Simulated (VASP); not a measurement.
Crystal: NaC2.

```
Na C
1.0
     4.90964    0.00000    0.00000
     0.00000    4.90964    0.00000
     0.00000    0.00000    3.16230
Na C
2 4
Direct
  0.00000 0.00000 0.00000
  0.50000 0.50000 0.50000
  0.30600 0.30600 0.00000
  0.19400 0.80600 0.50000
  0.69400 0.69400 0.00000
  0.80600 0.19400 0.50000
```

| Property | Result |
| --- | --- |
| Program | VASP 6.6.1 |
| Task | relaxation of cell and atoms |
| Functional | PBE |
| Potentials or basis | VASP PAW PBE potentials, release 64 (Na_pv, C) |
| Cutoff | 600 eV |
| k mesh | 4 × 4 × 6 |
| Occupations | gaussian, width 0.1 eV |
| Spin | no spin polarisation |

At the start: pressure 21.5 GPa; volume 12.70 Å³/atom.

Where does the relaxation end?

Over 34 steps the energy falls by 2860.2 meV/atom and the volume is 16.75 Å³/atom (+31.8 %); space group P4_2/mnm (No. 136, to 0.05 Å).

Step by step:
```csv
step,energy change (eV),largest force (eV/Å),pressure (GPa),volume (Å³)
1,0.0000,0.5158,21.46,76.23
2,-1.5729,0.6310,2.61,96.45
3,-1.6432,0.7532,0.37,101.54
4,-1.6491,0.7970,-0.53,103.96
5,-1.9025,1.0195,-1.39,104.73
6,-3.0758,1.9491,-4.40,106.51
7,-8.1543,6.2985,-11.45,107.82
8,10.8675,99.8801,76.66,102.69
9,-7.4942,6.0701,-11.32,107.79
10,-15.0088,7.0213,-13.16,106.26
11,-15.9015,5.1215,-0.05,104.71
12,-16.1594,4.1377,-9.82,105.61
13,-16.3676,0.6968,-6.05,105.19
14,-16.3266,2.6148,-8.14,105.40
15,-16.3251,6.4369,4.93,99.51
16,-16.6141,1.2665,-2.30,102.25
17,-16.9409,0.5743,-0.83,98.43
18,-17.0955,0.0348,0.87,94.66
19,-17.1063,0.2363,1.57,93.30
20,-17.1064,0.2101,1.48,93.48
21,-17.1216,0.0351,1.59,94.27
22,-17.1402,0.8111,2.08,96.60
23,-17.1446,0.6947,1.86,96.90
24,-17.1542,0.3533,1.22,97.80
25,-17.1574,0.2951,0.05,99.61
26,-17.1586,0.0828,0.41,99.01
27,-17.1586,0.0676,0.47,98.96
28,-17.1589,0.0572,0.41,99.05
29,-17.1597,0.0296,0.37,99.31
30,-17.1607,0.0261,0.26,99.84
31,-17.1606,0.1395,0.05,100.90
32,-17.1610,0.0836,0.13,100.37
33,-17.1611,0.0527,-0.11,100.56
34,-17.1611,0.0012,0.02,100.49
```

Final structure:
```
Na C
1.0
     4.54483    0.00000    0.00000
     0.00000    4.54483    0.00000
     0.00000    0.00000    4.86502
Na C
2 4
Direct
  0.00000 0.00000 0.00000
  0.50000 0.50000 0.50000
  0.40123 0.40123 0.00000
  0.09877 0.90123 0.50000
  0.59877 0.59877 0.00000
  0.90123 0.09877 0.50000
```

Caveat: the volume moved by over 15 % at a fixed basis, so the end points are rough.
